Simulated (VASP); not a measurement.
# NbVH4 (P4/mmm) in VASP: further runs, part 2 of 2

VASP 6.6.1. Earlier steps stand in the parts before.

## (3) Relaxation of volume and atoms at fixed shape, LDA, collinear spin, ferromagnetic start

This run uses another cell than the first one, of 7.15 Å³/atom, 1.063 times its volume.

File INCAR:

```
ALGO = Normal ; EDIFF = 1E-6
EDIFFG = -0.02 ; ENCUT = 600
GGA = CA ; IBRION = 2
ISIF = 8 ; ISMEAR = 1
ISPIN = 2 ; LASPH = True
LCHARG = False ; LMAXMIX = 4
LORBIT = 11 ; LREAL = False
LWAVE = False ; MAGMOM = 0 1.5 0 0 0 0
NELM = 150 ; NSW = 80
PREC = Accurate ; SIGMA = 0.1
```

File KPOINTS:

```
k-points
0
Gamma
  7 7 5
```

File POSCAR:

```
NbVH4
1.0
    3.1182700000      0.0000000000      0.0000000000
    0.0000000000      3.1182700000      0.0000000000
    0.0000000000      0.0000000000      4.4098700000
Nb V H
1 1 4
Direct
    0.0000000000      0.0000000000      0.0000000000
    0.5000000000      0.5000000000      0.5000000000
    0.5000000000      0.0000000000      0.7265800000
    0.0000000000      0.5000000000      0.2734200000
    0.0000000000      0.5000000000      0.7265800000
    0.5000000000      0.0000000000      0.2734200000
```

Potentials or basis: VASP PAW LDA potentials, release 64 (Nb_sv, V_sv, H).

Launch:

```bash
$ cat potpaw_LDA.64/Nb_sv/POTCAR potpaw_LDA.64/V_sv/POTCAR potpaw_LDA.64/H/POTCAR > POTCAR
$ mpirun -np 1 vasp_std > vasp.out
```

OUTCAR:

```text
EDIFF = 1E-6
   EDIFFG = -0.02
   ENCUT = 600
   GGA = CA
   IBRION = 2
   ISIF = 8
   ISMEAR = 1
   ISPIN = 2
   LASPH = True
   LORBIT = 11
   LREAL = False
   NELM = 150
   NSW = 80
   PREC = Accurate

 ion  position               nearest neighbor table
   1  0.000  0.000  0.000-
   2  0.500  0.500  0.500-   3 1.85   4 1.85   5 1.85   6 1.85   3 1.85   6 1.85   4 1.85   5 1.85

   3  0.500  0.000  0.727-   2 1.85   2 1.85
   4  0.000  0.500  0.273-   2 1.85   2 1.85
   5  0.000  0.500  0.727-   2 1.85   2 1.85
   6  0.500  0.000  0.273-   2 1.85   2 1.85

  LATTYP: Found a simple tetragonal cell.
 ALAT       =     3.1182700000
 C/A-ratio  =     1.4142040298

  Lattice vectors:

 A1 = (   3.1182700000,   0.0000000000,   0.0000000000)
 A2 = (   0.0000000000,   3.1182700000,   0.0000000000)
 A3 = (   0.0000000000,   0.0000000000,   4.4098700000)

Analysis of symmetry for initial positions (statically):
=====================================================================
 Subroutine PRICEL returns:
 Original cell was already a primitive cell.

 Routine SETGRP: Setting up the symmetry group for a
 simple tetragonal supercell.

 Subroutine GETGRP returns: Found 16 space group operations
 (whereof 16 operations were pure point group operations)
 out of a pool of 16 trial point group operations.

The static configuration has the point symmetry D_4h.
[... 197 lines left out ...]
  external PRESSURE =    -106.9561613 kB  Pullay stress =       0.0000000 kB
[... 197 lines left out ...]
 number of electron      29.9999998 magnetization      -0.0000001

 number of electron      29.9999998 magnetization       0.0000001

 Free energy of the ion-electron system (eV)
  ---------------------------------------------------
  ext. energy  EPLUGINS =         0.00000000
  ---------------------------------------------------
  free energy    TOTEN  =       -37.13004048 eV

  energy without entropy =      -37.12969762  energy(sigma->0) =      -37.12992619

 E-fermi :   9.6953     XC(G=0): -12.6599

 val. band max:        9.6824412489   @ k =   0.2857   0.1429   0.0000
 cond. band min:       9.7190277288   @ k =   0.4286   0.0000   0.0000
 fundamental gap:      0.0365864799
 Fermi energy:         9.6953085209

 spin component 1

 k-point     1 :       0.0000    0.0000    0.0000
  band No.  band energies     occupation
      1     -53.9129      1.00000
      2     -45.2715      1.00000
      3     -28.2400      1.00000
      4     -28.1681      1.00000
      5     -28.1681      1.00000
      6     -21.6620      1.00000
[... 541 lines left out ...]
     19      12.0098      0.00000
     20      12.2785      0.00000

 [... further k-points ...]

 spin component 2

 k-point     1 :       0.0000    0.0000    0.0000
  band No.  band energies     occupation
      1     -53.9129      1.00000
      2     -45.2715      1.00000
      3     -28.2400      1.00000
      4     -28.1681      1.00000
      5     -28.1681      1.00000
      6     -21.6620      1.00000
[... 576 lines left out ...]
  FREE ENERGIE OF THE ION-ELECTRON SYSTEM (eV)
  ---------------------------------------------------
  free  energy   TOTEN  =       -37.1300404822 eV

  energy  without entropy=      -37.1296976162  energy(sigma->0) =      -37.12992619

 reached required accuracy - stopping structural energy minimisation

 total charge

# of ion       s       p       d       tot
------------------------------------------
    1        2.152   6.040   2.578  10.770
    2        2.221   6.233   3.276  11.730
    3        0.573   0.031   0.000   0.603
    4        0.573   0.031   0.000   0.603
    5        0.573   0.031   0.000   0.603
    6        0.573   0.031   0.000   0.603
--------------------------------------------------
tot          6.663  12.396   5.855  24.914

 magnetization (x)

# of ion       s       p       d       tot
------------------------------------------
    1        0.000   0.000   0.000   0.000
    2        0.000  -0.000  -0.000  -0.000
    3       -0.000  -0.000   0.000  -0.000
    4       -0.000  -0.000   0.000  -0.000
    5       -0.000  -0.000   0.000  -0.000
    6       -0.000  -0.000   0.000  -0.000
--------------------------------------------------
tot          0.000   0.000   0.000   0.000
```

OSZICAR:

```text
N       E                     dE             d eps       ncg     rms          rms(c)
DAV:   1     0.388000776589E+03    0.38800E+03   -0.18168E+04  2400   0.175E+03
DAV:   2    -0.157094972945E+02   -0.40371E+03   -0.39227E+03  2600   0.619E+02
DAV:   3    -0.392659612242E+02   -0.23556E+02   -0.22240E+02  3548   0.136E+02
[... 53 lines left out ...]
DAV:   1    -0.371301348259E+02   -0.32708E-03   -0.22384E-02  2672   0.109E+00    0.135E-01
DAV:   2    -0.371301747639E+02   -0.39938E-04   -0.11664E-03  3368   0.284E-01    0.149E-01
DAV:   3    -0.371300557738E+02    0.11899E-03   -0.52589E-04  3312   0.224E-01    0.454E-02
DAV:   4    -0.371300409734E+02    0.14800E-04   -0.53287E-05  4384   0.696E-02    0.145E-02
DAV:   5    -0.371300404822E+02    0.49120E-06   -0.49525E-06  2312   0.198E-02
   6 F= -.37130040E+02 E0= -.37129926E+02  d E =-.548647E-03  mag=    -0.0000
```

CONTCAR:

```text
NbVH4
   1.00000000000000
     3.0571795502735273    0.0000000000000000    0.0000000000000000
     0.0000000000000000    3.0571795502735273    0.0000000000000000
     0.0000000000000000    0.0000000000000000    4.3234756398146148
  Nb              V               H
     1     1     4
Direct
     0.0000000000000000    1.0000000000000000    0.0000000000000000
     0.5000000000000000    0.5000000000000000    0.5000000000000000
     0.5000000000000000    0.0000000000000000    0.7254468797468717
     0.0000000000000000    0.5000000000000000    0.2745531202531283
     0.0000000000000000    0.5000000000000000    0.7254468797468717
     0.5000000000000000    0.0000000000000000    0.2745531202531283

  0.00000000E+00  0.00000000E+00  0.00000000E+00
  0.00000000E+00  0.00000000E+00  0.00000000E+00
  0.00000000E+00  0.00000000E+00  0.00000000E+00
  0.00000000E+00  0.00000000E+00  0.00000000E+00
  0.00000000E+00  0.00000000E+00  0.00000000E+00
  0.00000000E+00  0.00000000E+00  0.00000000E+00
```

Run time: 5.2 min. Hardware: 1 thread of Intel Xeon 6975P-C, shared host; peak memory 0.21 GiB.

Results:

```yaml
Free_energy: -37.1300 eV
Relaxed_volume: 6.73 Å³/atom
Relaxed_cell: a = 3.057 Å, b = 3.057 Å, c = 4.323 Å, α = 90.00°, β = 90.00°, γ = 90.00°
Space_group_after_relaxing_to_0.05_Å: P4/mmm (No. 123)
Energy_gained_by_relaxing: 14.6 meV/atom
Ionic_steps: 6
Pressure_after_relaxing: -0.2 GPa
Band_gap_on_the_k_mesh: zero (filled and empty bands overlap)
Net_moment: 0.00 μB per cell
Valence_electrons_inside_the_program's_atomic_spheres: Nb 10.77; V 11.73; H 0.60
```

Stress tensor (GPa, compression positive):
```
-0.97  0.00  0.00
 0.00 -0.97  0.00
 0.00  0.00  1.21
```

The path:
```
step  energy change (eV)  largest force (eV/Å)  pressure (GPa)  volume (Å³)
   1              0.0000                0.0262          -10.70        42.88
   2             -0.0847                0.0586            2.06        39.99
   3             -0.0873                0.0451            0.02        40.39
   4             -0.0872                0.0440           -0.28        40.44
   5             -0.0875                0.0280           -0.26        40.43
   6             -0.0878                0.0015           -0.25        40.41
```

Final structure:
```xyz
6
Lattice="3.0572 0.0000 0.0000 0.0000 3.0572 0.0000 0.0000 0.0000 4.3235" Properties=species:S:1:pos:R:3 pbc="T T T"
Nb    0.0000    3.0572    0.0000
V     1.5286    1.5286    2.1617
H     1.5286    0.0000    3.1365
H     0.0000    1.5286    1.1870
H     0.0000    1.5286    3.1365
H     1.5286    0.0000    1.1870
```

Levels at points of the mesh, in eV from the Fermi level:
Spin up:
| k point | band 12 | band 13 | band 14 | band 15 | band 16 | band 17 | band 18 | band 19 |
| --- | --- | --- | --- | --- | --- | --- | --- | --- |
| (0.00, 0.00, 0.00) | -4.26 | -1.27 | -1.16 | -1.16 | 0.19 | 0.88 | 1.03 | 2.46 |
Spin down:
| k point | band 12 | band 13 | band 14 | band 15 | band 16 | band 17 | band 18 | band 19 |
| --- | --- | --- | --- | --- | --- | --- | --- | --- |
| (0.00, 0.00, 0.00) | -4.26 | -1.27 | -1.16 | -1.16 | 0.19 | 0.88 | 1.03 | 2.46 |
